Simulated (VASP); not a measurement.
HfO2, 3 atoms in the cell. It takes space group Fm-3m (No. 225, cubic). The conventional cell has a = 5.081 Å, b = 5.081 Å, c = 5.081 Å, α = 90.00°, β = 90.00°, γ = 90.00°. Hf (site symmetry m-3m) has 8 O at 2.20 Å within 2.9 Å. O (site symmetry -43m) has 4 Hf at 2.20 Å and 6 O at 2.54 Å within 2.9 Å. 

```yaml
Program: VASP 6.6.1
Task: single point
Functional: PBEsol
Potentials_or_basis: VASP PAW PBE potentials, release 64 (Hf_pv, O)
Cutoff: 520 eV
k_mesh: 9 × 9 × 9
Occupations: fermi-dirac, width 0.05 eV
Spin: non-collinear spin, zero start, spin-orbit coupling
Starting_moments: "[[0.0, 0.0, 0.0], [0.0, 0.0, 0.0], [0.0, 0.0, 0.0]] μB"
Dipole_correction: no
Further_INCAR_settings: ALGO = Normal; EDIFF = 1e-06; NBANDS = 35
```

Potentials or basis: VASP PAW PBE potentials, release 64 (Hf_pv, O).

The run is started by

```bash
$ cat potpaw_PBE.64/Hf_pv/POTCAR potpaw_PBE.64/O/POTCAR > POTCAR
$ mpirun -np 1 vasp_ncl > vasp.out
```

Hardware: 1 thread of Intel(R) Xeon(R) 6975P-C (Granite Rapids), with other jobs on the host.

Problem. How long does it take, and how much memory?

Solution. Run time: 46 s on 1 thread of Intel(R) Xeon(R) 6975P-C (Granite Rapids), with other jobs on the host, peak memory 0.27 GiB. Counts: scf iterations 14, k points 35.
